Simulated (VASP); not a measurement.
# N (P6_3/mmc) in VASP: a series of runs

The runs below take N through single point, relaxation of shape and atoms at fixed volume, relaxation of cell and atoms, with PBE+D3(BJ).

Program: VASP 6.6.1. These are calculated values, not measurements. Logs are shortened: lines on timing, memory, paths and dates and some standing lists are left out, and cuts for length are marked.

## (1) The cell of the first run

It takes space group P6_3/mmc (No. 194, hexagonal). The conventional cell has a = 3.841 Å, b = 3.841 Å, c = 7.568 Å, α = 90.00°, β = 90.00°, γ = 120.00°. N (site symmetry 3m) has 1 N at 1.10 Å within 1.5 Å.

## (2) Single point, PBE+D3(BJ) (volume scaled by 1.03, then relaxed in part)

Contents of INCAR:

```
SYSTEM = N
PREC = Accurate ; ENCUT = 520
EDIFF = 1E-6 ; ISMEAR = 0
SIGMA = 0.02 ; LREAL = .False.
LASPH = .True. ; NELM = 100
ALGO = Normal ; ISIF = 2
LWAVE = .False. ; LCHARG = .False.
GGA = PE ; IVDW = 12
NBANDS = 18
```

Contents of KPOINTS:

```
regular mesh
0
Gamma
  9 9 4
  0 0 0
```

Contents of POSCAR:

```
N
1.0
    3.8414753304      0.0000000000      0.0000000000
   -1.9207376652      3.3268152242      0.0000000000
    0.0000000000      0.0000000000      7.5677418893
N
4
Direct
    0.3333333333      0.6666666667      0.3228202378
    0.3333333333      0.6666666667      0.1771797622
    0.6666666667      0.3333333333      0.8228202378
    0.6666666667      0.3333333333      0.6771797622
```

Potentials or basis: VASP PAW PBE potentials, release 64 (N).

On the command line:

```
cat potpaw_PBE.64/N/POTCAR > POTCAR
mpirun -np 1 vasp_std > vasp.out
```

OUTCAR:

```text
SYSTEM = N
   PREC = Accurate
   ENCUT = 520
   EDIFF = 1E-6
   ISMEAR = 0
   LREAL = .False.
   LASPH = .True.
   NELM = 100
   ISIF = 2
   GGA = PE
   IVDW = 12
 IVDW          = 12

 ion  position               nearest neighbor table
   1  0.333  0.667  0.323-   2 1.10
   2  0.333  0.667  0.177-   1 1.10
   3  0.667  0.333  0.823-   4 1.10
   4  0.667  0.333  0.677-   3 1.10

  LATTYP: Found a hexagonal cell.
 ALAT       =     3.8414753304
 C/A-ratio  =     1.9700092382

  Lattice vectors:

 A1 = (   3.8414753304,   0.0000000000,   0.0000000000)
 A2 = (  -1.9207376652,   3.3268152242,   0.0000000000)
 A3 = (   0.0000000000,   0.0000000000,   7.5677418893)

Analysis of symmetry for initial positions (statically):
=====================================================================
 Subroutine PRICEL returns:
 Original cell was already a primitive cell.

 Routine SETGRP: Setting up the symmetry group for a
 hexagonal supercell.

 Subroutine GETGRP returns: Found 24 space group operations
 (whereof 12 operations were pure point group operations)
 out of a pool of 24 trial point group operations.

The static configuration has the point symmetry D_3d.
 The point group associated with its full space group is D_6h.

Analysis of symmetry for dynamics (positions and initial velocities):
=====================================================================
 Subroutine PRICEL returns:
 Original cell was already a primitive cell.

 Routine SETGRP: Setting up the symmetry group for a
 hexagonal supercell.

 Subroutine GETGRP returns: Found 24 space group operations
 (whereof 12 operations were pure point group operations)
 out of a pool of 24 trial point group operations.

The dynamic configuration has the point symmetry D_3d.
 The point group associated with its full space group is D_6h.

 Subroutine INISYM returns: Found 24 space group operations
 (whereof 12 operations are pure point group operations),
 and found     1 'primitive' translations

----------------------------------------------------------------------------------------

                                     Primitive cell

  volume of cell :      96.7148

  direct lattice vectors                    reciprocal lattice vectors
     3.841475330  0.000000000  0.000000000     0.260316653  0.150293890  0.000000000
[... 90 lines left out ...]
   EDIFF  = 0.1E-05   stopping-criterion for ELM
   LREAL  =      F    real-space projection
   EDIFFG = 0.1E-04   stopping-criterion for IOM
   NSW    =      0    number of steps for IOM
   IBRION =     -1    ionic relax: 0-MD 1-quasi-New 2-CG
   NFREE  =      0    steps in history (QN), initial steepest desc. (CG)
   ISIF   =      2    stress and relaxation
   ISYM   =      2    0-nonsym 1-usesym 2-fastsym
   POTIM  = 0.5000    time-step for ionic-motion
   TEBEG  =    0.0;   TEEND  =   0.0 temperature during run
   PSTRESS=    0.0 pullay stress
   NELECT =      20.0000    total number of electrons
   NUPDOWN=      -1.0000    fix difference up-down
   EMIN   =  10.00;   EMAX   =-10.00  energy-range for DOS
   EFERMI =   0.00;   METHOD = LEGACY
   ISMEAR =     0;   SIGMA  =   0.02  broadening in eV -4-tet -1-fermi 0-gaus
   EFERMI_NEDOS =   21; number of points for ismear=-14 and -15
   IALGO  =     38    algorithm
   IMIX   =      4    mixing-type and parameters
     AMIX     =   0.40;   BMIX     =  1.00
     AMIX_MAG =   1.60;   BMIX_MAG =  1.00
  volume/ion in A,a.u.               =      24.18       163.17
  Fermi-wavevector in a.u.,A,eV,Ry     =   0.968101  1.829445 12.751635  0.937219
  Thomas-Fermi vector in A             =   2.098042
   LORBIT       =      0    0 simple, 1 ext, 2 COOP (PROOUT), +10 PAW based schemes
   GGA     = PE    functional components
   LHFCALC =     F    Hartree Fock is set to
   AEXX    =    0.0000 exact exchange contribution
   IVDW    =    12    specifies the selected vdW correction
   LEPSILON=     F    determine dielectric tensor
   LRPA    =     F    only Hartree local field effects (RPA)
 non-spin polarized calculation
 Gauss-broadening in eV      SIGMA  =   0.02
  energy-cutoff  :      520.00
  volume of cell :       96.71
 maximum number of plane-waves:      2649
 NGX is ok and might be reduce to    30
   NGX = 15   NGY = 15   NGZ = 29

 number of electron      19.9999997 magnetization

 Free energy of the ion-electron system (eV)
  ---------------------------------------------------
  ext. energy  EPLUGINS =         0.00000000
  ---------------------------------------------------
  free energy    TOTEN  =       -33.29161743 eV

  energy without entropy =      -33.29161743  energy(sigma->0) =      -33.29161743

 E-fermi :  -6.4461     XC(G=0):  -6.1926

 val. band max:       -6.6203755416   @ k =   0.1111   0.0000   0.0000
 cond. band min:       0.5424706805   @ k =   0.4444   0.1111   0.0000
 fundamental gap:      7.1628462221
 Fermi energy:        -6.4461380689

 k-point     1 :       0.0000    0.0000    0.0000
  band No.  band energies     occupation
      1     -25.1490      2.00000
      2     -25.1322      2.00000
      3     -10.6483      2.00000
      4      -9.9868      2.00000
      5      -8.1883      2.00000
      6      -8.1883      2.00000
[... 481 lines left out ...]
      5      -8.5563      2.00000
      6      -8.5044      2.00000
[... 10 lines left out ...]
     17       6.7626      0.00000
     18       7.4715      0.00000

 [... further k-points ...]

------------------------ aborting loop because EDIFF is reached ----------------------------------------

 Edisp (eV)   -0.19751

 E8    (eV) :    -0.0460

  FORCE on cell =-STRESS in cart. coord.  units (eV):
  Direction    XX          YY          ZZ          XY          YZ          ZX
  --------------------------------------------------------------------------------------
  -------------------------------------------------------------------------------------
  Total      -0.15688    -0.15688     3.62259     0.00000     0.00000     0.00000
  in kB      -2.59879    -2.59879    60.01178     0.00000     0.00000     0.00000
  external pressure =       18.27 kB  Pullay stress =        0.00 kB

 VOLUME and BASIS-vectors are now :
 -----------------------------------------------------------------------------
  energy-cutoff  :      520.00
  volume of cell :       96.71
      direct lattice vectors                 reciprocal lattice vectors
     3.841475330  0.000000000  0.000000000     0.260316653  0.150293890  0.000000000
    -1.920737665  3.326815224  0.000000000     0.000000000  0.300587779  0.000000000
     0.000000000  0.000000000  7.567741889     0.000000000  0.000000000  0.132139813

 POSITION                                       TOTAL-FORCE (eV/Angst)
 -----------------------------------------------------------------------------------
     -0.00000      2.21788      2.44302         0.000000     -0.000000      1.744869
     -0.00000      2.21788      1.34085         0.000000      0.000000     -1.744869
      1.92074      1.10894      6.22689        -0.000000      0.000000      1.744869
      1.92074      1.10894      5.12472         0.000000      0.000000     -1.744869
 -----------------------------------------------------------------------------------
    total drift:                               -0.000000      0.000000      0.000000

  FREE ENERGIE OF THE ION-ELECTRON SYSTEM (eV)
  ---------------------------------------------------
  free  energy   TOTEN  =       -33.4891226195 eV

  energy  without entropy=      -33.4891226195  energy(sigma->0) =      -33.48912262
```

stdout:

```text
POSCAR found type information on POSCAR N
 POSCAR found :  1 types and       4 ions
 scaLAPACK will be used
 LDA part: xc-table for (Slater+PW92), standard interpolation
 POSCAR, INCAR and KPOINTS ok, starting setup
 FFT: planning ... GRIDC
 FFT: planning ... GRID_SOFT
 FFT: planning ... GRID
 WAVECAR not read
 entering main loop
```

Run time: 38 s. Hardware: 1 thread of AMD EPYC 7R43 (Zen 3), shared host; peak memory 0.2 GiB.

What came out:

```
Free energy                : -33.4891 eV
Pressure                   : 1.8 GPa
Largest force              : 1.745 eV/Å
Band gap on the k mesh     : 7.16 eV, indirect (least direct gap 7.25 eV)
Dispersion energy per atom : -0.049 eV
```

Forces in eV/Å, atoms in the order of the input:
```
N    0.000  0.000  1.745
N    0.000  0.000 -1.745
N    0.000  0.000  1.745
N    0.000  0.000 -1.745
```

Stress tensor (GPa, compression positive):
```
-0.26  0.00  0.00
 0.00 -0.26  0.00
 0.00  0.00  6.00
```

Caveat: the standard files for N, O and F lose accuracy on very short bonds; forces of over 1 eV/Å act on the atoms, so gaps and moduli don't describe the material at rest. A k mesh can miss the band edges.

## (3) Relaxation of shape and atoms at fixed volume, PBE+D3(BJ) (volume scaled by 1.03)

Contents of INCAR:

```
SYSTEM = N
PREC = Accurate
ENCUT = 600
EDIFF = 1E-6
ISMEAR = 0
SIGMA = 0.02
LREAL = .FALSE.
LASPH = .TRUE.
NELM = 100
ALGO = Normal
ISIF = 4
LWAVE = .FALSE.
LCHARG = .FALSE.
GGA = PE
IVDW = 12
IBRION = 2
NSW = 50
EDIFFG = -0.01
```

Contents of KPOINTS:

```
regular mesh
0
G
  9 9 4
  0 0 0
```

Contents of POSCAR:

```
N
1.0
    3.8597322421      0.0000000000      0.0000000000
   -1.9298661210      3.3426261734      0.0000000000
    0.0000000000      0.0000000000      7.4963188875
N
4
Direct
    0.3333333333      0.6666666667      0.3242381484
    0.3333333333      0.6666666667      0.1757618516
    0.6666666667      0.3333333333      0.8242381484
    0.6666666667      0.3333333333      0.6757618516
```

Potentials or basis: VASP PAW PBE potentials, release 64 (N).

On the command line:

```
cat potpaw_PBE.64/N/POTCAR > POTCAR
mpirun -np 1 vasp_std > vasp.out
```

Run time: 78 s. Hardware: 1 thread of AMD EPYC 7R43 (Zen 3), shared host; peak memory 0.22 GiB.

It converged, with:

| Property | Result |
| --- | --- |
| Free energy | -33.5221 eV |
| Energy gained by relaxing | 0.0 meV/atom |
| Ionic steps | 3 |
| Pressure after relaxing | -0.2 GPa |
| Largest force after relaxing | 0.005 eV/Å |
| Band gap on the k mesh | 7.02 eV, indirect (least direct gap 7.13 eV) |
| Dispersion energy per atom | -0.049 eV |

Forces on the atoms (eV/Å):
```
N    0.000  0.000  0.005
N    0.000  0.000 -0.005
N    0.000  0.000  0.005
N    0.000  0.000 -0.005
```

Final structure:
```yaml
crystal:
  lattice:
    - [3.85986, 0.00000, 0.00000]
    - [-1.92993, 3.34274, 0.00000]
    - [0.00000, 0.00000, 7.49581]
  atoms:
    - { symbol: N, position: [0.33333, 0.66667, 0.32422] }
    - { symbol: N, position: [0.33333, 0.66667, 0.17578] }
    - { symbol: N, position: [0.66667, 0.33333, 0.82422] }
    - { symbol: N, position: [0.66667, 0.33333, 0.67578] }
```

Levels at points of the mesh, in eV from the valence-band top:
| k point | band 8 | band 9 | band 10 | band 11 | band 12 | band 13 |
| --- | --- | --- | --- | --- | --- | --- |
| (0.00, 0.00, 0.00) | -1.46 | -1.05 | 0.00 | 7.95 | 7.95 | 8.26 |
| (0.00, 0.00, 0.50) | -1.49 | -0.48 | -0.48 | 8.10 | 8.10 | 8.10 |

Caveat: the standard files for N, O and F lose accuracy on very short bonds.

(Continued in part 2 of 2.)
